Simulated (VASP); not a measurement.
# MgS (Immm) in VASP: notebook

Runs on MgS. Level: PBEsol. Tasks: single point.

Everything below comes from runs of VASP 6.6.1. Logs are shortened: lines on timing, memory, paths and dates and some standing lists are left out, and cuts for length are marked.

**1. The cell of the first run**

Symmetry: Immm, No. 71, orthorhombic system. Conventional cell: a = 3.650 Å, b = 3.737 Å, c = 5.158 Å, α = 90.00°, β = 90.00°, γ = 90.00°. Mg (site symmetry mmm) has 6 S at 2.58 to 2.61 Å within 3.4 Å. S (site symmetry mmm) has 6 Mg at 2.58 to 2.61 Å within 3.4 Å.

**2. Single point, PBEsol**

File INCAR:

```
SYSTEM = MgS
PREC = Accurate ; ENCUT = 520
EDIFF = 1E-6 ; ISMEAR = 0
SIGMA = 0.02 ; LREAL = .False.
LASPH = .True. ; NELM = 100
ALGO = Normal ; ISIF = 2
LWAVE = .False. ; LCHARG = .True.
GGA = PS ; LELF = .True.
LVHAR = .True. ; NBANDS = 16
```

File KPOINTS:

```
Automatic mesh
0
Gamma
  6 6 6
  0 0 0
```

File POSCAR:

```
MgS
1.0
    2.6427930803      2.6427930803      0.0000000000
   -2.5810438209      2.5810438209      0.0000000000
    0.0000000000      0.0000000000      5.1582184523
Mg S
2 2
Direct
    0.0000000000      0.0000000000      0.0000000000
    0.5000000000      0.5000000000      0.5000000000
    0.5000000000      0.5000000000      0.0000000000
    0.0000000000      0.0000000000      0.5000000000
```

Potentials or basis: VASP PAW PBE potentials, release 64 (Mg, S).

Run with:

```bash
> cat potpaw_PBE.64/Mg/POTCAR potpaw_PBE.64/S/POTCAR > POTCAR
> mpirun -np 1 vasp_std > vasp.out
```

OUTCAR:

```text
SYSTEM = MgS
   PREC = Accurate
   ENCUT = 520
   EDIFF = 1E-6
   ISMEAR = 0
   LREAL = .False.
   LASPH = .True.
   NELM = 100
   ISIF = 2
   GGA = PS

 ion  position               nearest neighbor table
   1  0.000  0.000  0.000-   4 2.58   4 2.58   3 2.61   3 2.61   3 2.61   3 2.61
   2  0.500  0.500  0.500-   3 2.58   3 2.58   4 2.61   4 2.61   4 2.61   4 2.61
   3  0.500  0.500  0.000-   2 2.58   2 2.58   1 2.61   1 2.61   1 2.61   1 2.61
   4  0.000  0.000  0.500-   1 2.58   1 2.58   2 2.61   2 2.61   2 2.61   2 2.61

  LATTYP: Found a simple orthorhombic cell.
 ALAT       =     3.6501471766
 B/A-ratio  =     1.0239241422
 C/A-ratio  =     1.4131535532

  Lattice vectors:

 A1 = (   2.5810438209,  -2.5810438209,   0.0000000000)
 A2 = (   2.6427930803,   2.6427930803,   0.0000000000)
 A3 = (   0.0000000000,   0.0000000000,   5.1582184523)

Analysis of symmetry for initial positions (statically):
=====================================================================
 Subroutine PRICEL returns following result:

  LATTYP: Found a body centered orthorhombic cell.
 ALAT       =     3.6501471766
 B/A-ratio  =     1.0239241422
 C/A-ratio  =     1.4131535532

  Lattice vectors:

 A1 = (   2.6119184506,   0.0308746297,  -2.5791092261)
 A2 = (  -2.6119184506,  -0.0308746297,  -2.5791092261)
 A3 = (   0.0308746297,   2.6119184506,   2.5791092261)

   2 primitive cells build up your supercell.

 Routine SETGRP: Setting up the symmetry group for a
 simple orthorhombic supercell.

 Subroutine GETGRP returns: Found  8 space group operations
 (whereof  8 operations were pure point group operations)
 out of a pool of  8 trial point group operations.

The static configuration has the point symmetry D_2h.

Analysis of symmetry for dynamics (positions and initial velocities):
=====================================================================
 Subroutine PRICEL returns following result:

  LATTYP: Found a body centered orthorhombic cell.
 ALAT       =     3.6501471766
 B/A-ratio  =     1.0239241422
 C/A-ratio  =     1.4131535532

  Lattice vectors:

 A1 = (   2.6119184506,   0.0308746297,  -2.5791092261)
 A2 = (  -2.6119184506,  -0.0308746297,  -2.5791092261)
 A3 = (   0.0308746297,   2.6119184506,   2.5791092261)

   2 primitive cells build up your supercell.

 Routine SETGRP: Setting up the symmetry group for a
 simple orthorhombic supercell.

 Subroutine GETGRP returns: Found  8 space group operations
 (whereof  8 operations were pure point group operations)
 out of a pool of  8 trial point group operations.

The dynamic configuration has the point symmetry D_2h.

 Subroutine INISYM returns: Found  8 space group operations
 (whereof  8 operations are pure point group operations),
 and found     2 'primitive' translations

----------------------------------------------------------------------------------------

                                     Primitive cell

  volume of cell :      35.1851

  direct lattice vectors                    reciprocal lattice vectors
     2.611918451  0.030874630 -2.579109226     0.189193775  0.189193775 -0.193865384
    -2.611918451 -0.030874630 -2.579109226    -0.193720074  0.193720074 -0.193865384
     0.030874630  2.611918451  2.579109226    -0.004526299  0.382913849  0.000000000

  length of vectors
     3.670814029  3.670814029  3.670814029     0.330412403  0.335616926  0.382940600

  position of ions in fractional coordinates (direct lattice)
     0.000000000  0.000000000  0.000000000
     0.500000000  0.500000000  0.000000000

  ion indices of the primitive-cell ions
   primitive index   ion index
                 1           1
                 2           4

----------------------------------------------------------------------------------------

 KPOINTS: Automatic mesh

Automatic generation of k-mesh.
 Grid dimensions read from file:
 generate k-points for:    6    6    6

 Generating k-lattice:

  Cartesian coordinates                     Fractional coordinates (reciprocal lattice)
     0.031532296  0.031532296  0.000000000     0.166666667  0.000000000  0.000000000
    -0.032286679  0.032286679  0.000000000     0.000000000  0.166666667  0.000000000
     0.000000000  0.000000000  0.032310897     0.000000000  0.000000000  0.166666667

  Length of vectors
     0.044593400  0.045660259  0.032310897

  Shift w.r.t. Gamma in fractional coordinates (k-lattice)
     0.000000000  0.000000000  0.000000000

 Subroutine IBZKPT returns following result:
 ===========================================

 Found     64 irreducible k-points:

 Following reciprocal coordinates:
            Coordinates               Weight
  0.000000  0.000000  0.000000      1.000000
  0.166667  0.000000  0.000000      2.000000
  0.333333  0.000000  0.000000      2.000000
  0.500000  0.000000  0.000000      1.000000
  0.000000  0.166667  0.000000      2.000000
  0.166667  0.166667  0.000000      4.000000
[... 16 lines left out ...]
  0.333333  0.166667  0.166667      8.000000
  0.500000  0.166667  0.166667      4.000000
 [... further k-points ...]
   k-points           NKPTS =     64   k-points in BZ     NKDIM =     64   number of bands    NBANDS=     16
   number of dos      NEDOS =    301   number of ions     NIONS =      4
   total plane-waves  NPLWV =  31360
   dimension x,y,z NGX =    28 NGY =   28 NGZ =   40
   dimension x,y,z NGXF=    56 NGYF=   56 NGZF=   80
   ions per type =               2   2
   NGX,Y,Z   is equivalent  to a cutoff of  12.45, 12.75, 12.89 a.u.
   NGXF,Y,Z  is equivalent  to a cutoff of  24.91, 25.51, 25.78 a.u.
 SYSTEM =  MgS
   PREC   = accura    normal or accurate (medium, high low for compatibility)
   ISTART =      0    job   : 0-new  1-cont  2-samecut
   ICHARG =      2    charge: 1-file 2-atom 10-const
   ISPIN  =      1    spin polarized calculation?
   LNONCOLLINEAR =      F non collinear calculations
   LSORBIT =      F    spin-orbit coupling
   LASPH  =      T    aspherical Exc in radial PAW
   ENCUT  =  520.0 eV  38.22 Ry    6.18 a.u.   6.95  6.79  9.59*2*pi/ulx,y,z
   NELM   =    100;   NELMIN=  2; NELMDL= -5     # of ELM steps
   EDIFF  = 0.1E-05   stopping-criterion for ELM
   LREAL  =      F    real-space projection
   EDIFFG = 0.1E-04   stopping-criterion for IOM
   NSW    =      0    number of steps for IOM
   IBRION =     -1    ionic relax: 0-MD 1-quasi-New 2-CG
   NFREE  =      0    steps in history (QN), initial steepest desc. (CG)
   ISIF   =      2    stress and relaxation
   ISYM   =      2    0-nonsym 1-usesym 2-fastsym
   POTIM  = 0.5000    time-step for ionic-motion
   TEBEG  =    0.0;   TEEND  =   0.0 temperature during run
   PSTRESS=    0.0 pullay stress
   NELECT =      16.0000    total number of electrons
   NUPDOWN=      -1.0000    fix difference up-down
   EMIN   =  10.00;   EMAX   =-10.00  energy-range for DOS
   EFERMI =   0.00;   METHOD = LEGACY
   ISMEAR =     0;   SIGMA  =   0.02  broadening in eV -4-tet -1-fermi 0-gaus
   EFERMI_NEDOS =   21; number of points for ismear=-14 and -15
   IALGO  =     38    algorithm
   IMIX   =      4    mixing-type and parameters
     AMIX     =   0.40;   BMIX     =  1.00
     AMIX_MAG =   1.60;   BMIX_MAG =  1.00
  volume/ion in A,a.u.               =      17.59       118.72
  Fermi-wavevector in a.u.,A,eV,Ry     =   0.999199  1.888213 13.584043  0.998399
  Thomas-Fermi vector in A             =   2.131473
   LORBIT       =      0    0 simple, 1 ext, 2 COOP (PROOUT), +10 PAW based schemes
   GGA     = PS    functional components
   LHFCALC =     F    Hartree Fock is set to
   AEXX    =    0.0000 exact exchange contribution
   IVDW    =     0    specifies the selected vdW correction
   LEPSILON=     F    determine dielectric tensor
   LRPA    =     F    only Hartree local field effects (RPA)
 non-spin polarized calculation
 Gauss-broadening in eV      SIGMA  =   0.02
  energy-cutoff  :      520.00
  volume of cell :       70.37
 maximum number of plane-waves:      1922
 NGX is ok and might be reduce to    28
   NGX = 13   NGY = 13   NGZ = 19

 number of electron      16.0000002 magnetization

 Free energy of the ion-electron system (eV)
  ---------------------------------------------------
  ext. energy  EPLUGINS =         0.00000000
  ---------------------------------------------------
  free energy    TOTEN  =       -18.13679607 eV

  energy without entropy =      -18.13679607  energy(sigma->0) =      -18.13679607

 E-fermi :   3.9337     XC(G=0):  -9.8403

 val. band max:        3.8102901033   @ k =   0.0000   0.0000   0.0000
 cond. band min:       6.3264765673   @ k =   0.0000   0.0000   0.0000
 fundamental gap:      2.5161864640
 Fermi energy:         3.9336813344

 k-point     1 :       0.0000    0.0000    0.0000
  band No.  band energies     occupation
      1      -9.0039      2.00000
      2      -7.2656      2.00000
      3      -0.5710      2.00000
      4       1.7898      2.00000
      5       2.0887      2.00000
      6       3.6009      2.00000
[... 8 lines left out ...]
     15      13.9164      0.00000
     16      14.0840      0.00000

 k-point     2 :       0.1667    0.0000    0.0000
  band No.  band energies     occupation
      1      -8.8304      2.00000
      2      -7.2677      2.00000
      3      -0.3523      2.00000
      4       0.9610      2.00000
      5       2.2315      2.00000
      6       2.5192      2.00000
[... 8 lines left out ...]
     15      12.7953      0.00000
     16      13.7740      0.00000

 k-point     3 :       0.3333    0.0000    0.0000
  band No.  band energies     occupation
      1      -8.3640      2.00000
      2      -7.3858      2.00000
      3      -0.0123      2.00000
      4       0.2830      2.00000
      5       0.9448      2.00000
      6       2.3779      2.00000
[... 8 lines left out ...]
     15      12.6754      0.00000
     16      12.8223      0.00000
[... 362 lines left out ...]
 k-point    23 :       0.3333    0.1667    0.1667
  band No.  band energies     occupation
      1      -8.1485      2.00000
      2      -7.3800      2.00000
      3      -0.3374      2.00000
      4       0.4614      2.00000
      5       0.9321      2.00000
      6       2.1334      2.00000
[... 8 lines left out ...]
     15      12.5525      0.00000
     16      12.5682      0.00000

 k-point    24 :       0.5000    0.1667    0.1667
  band No.  band energies     occupation
      1      -7.6618      2.00000
      2      -7.6618      2.00000
      3      -0.3646      2.00000
      4      -0.3646      2.00000
      5       1.7108      2.00000
      6       1.7108      2.00000
[... 8 lines left out ...]
     15      12.7176      0.00000
     16      12.7176      0.00000

 [... further k-points ...]

------------------------ aborting loop because EDIFF is reached ----------------------------------------

  FORCE on cell =-STRESS in cart. coord.  units (eV):
  Direction    XX          YY          ZZ          XY          YZ          ZX
  --------------------------------------------------------------------------------------
  -------------------------------------------------------------------------------------
  Total       -0.6371490     -0.6371490     -0.0851593     -0.5467123      0.0000000      0.0000000
  in kB      -14.5065230    -14.5065230     -1.9388946    -12.4474724      0.0000000      0.0000000
  external PRESSURE =     -10.3173135 kB  Pullay stress =       0.0000000 kB

 VOLUME and BASIS-vectors are now :
 -----------------------------------------------------------------------------
  energy-cutoff  :      520.00
  volume of cell :       70.37
      direct lattice vectors                 reciprocal lattice vectors
     2.642793080  2.642793080  0.000000000     0.189193775  0.189193775  0.000000000
    -2.581043821  2.581043821  0.000000000    -0.193720074  0.193720074  0.000000000
     0.000000000  0.000000000  5.158218452     0.000000000  0.000000000  0.193865384

 POSITION                                       TOTAL-FORCE (eV/Angst)
 -----------------------------------------------------------------------------------
      0.00000      0.00000      0.00000         0.000000      0.000000      0.000000
      0.03087      2.61192      2.57911         0.000000      0.000000     -0.000000
      0.03087      2.61192      0.00000        -0.000000     -0.000000      0.000000
      0.00000      0.00000      2.57911         0.000000      0.000000      0.000000
 -----------------------------------------------------------------------------------
    total drift:                               -0.000000      0.000000     -0.000000

  FREE ENERGIE OF THE ION-ELECTRON SYSTEM (eV)
  ---------------------------------------------------
  free  energy   TOTEN  =       -18.1367960732 eV

  energy  without entropy=      -18.1367960732  energy(sigma->0) =      -18.13679607
```

Wall time 46 s (1 thread of AMD EPYC 7R13 (Zen 3), shared host); peak memory 0.19 GiB.

What came out:

* Free energy: -18.1368 eV
* Pressure: -1.0 GPa
* Band gap on the k mesh: 2.52 eV

Caveat: the PAW data sets were made with another functional, which shifts forces and pressure a little. A k mesh can miss the band edges.

(Part 1 of 2 ends here.)
